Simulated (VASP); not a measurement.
A run of VASP 6.6.1 is set up as follows.

Contents of INCAR:

```
SYSTEM = Cu
PREC = Accurate
ENCUT = 520
EDIFF = 1E-6
ISMEAR = -1
SIGMA = 0.05
LREAL = .False.
LASPH = .True.
NELM = 60
ALGO = Normal
ISIF = 2
LWAVE = .False.
LCHARG = .False.
NBANDS = 12
```

File KPOINTS:

```
regular mesh
0
Gamma
  14 14 14
  0 0 0
```

The input POSCAR:

```
Cu
1.0
   -1.4427900000      1.4427900000      1.3760800000
    1.4427900000     -1.4427900000      1.3760800000
    1.4427900000      1.4427900000     -1.3760800000
Cu
1
Direct
    0.0000000000      0.0000000000      0.0000000000
```

Potentials or basis: VASP PAW LDA potentials, release 64 (Cu).

Run with:

```bash
$ cat potpaw_LDA.64/Cu/POTCAR > POTCAR
$ mpirun -np 1 vasp_std > vasp.out
```

Q: Estimate the pressure.

A: -7.0 GPa.

Stress tensor (GPa, compression positive):
```
-6.76  0.00  0.00
 0.00 -6.76  0.00
 0.00  0.00 -7.48
```
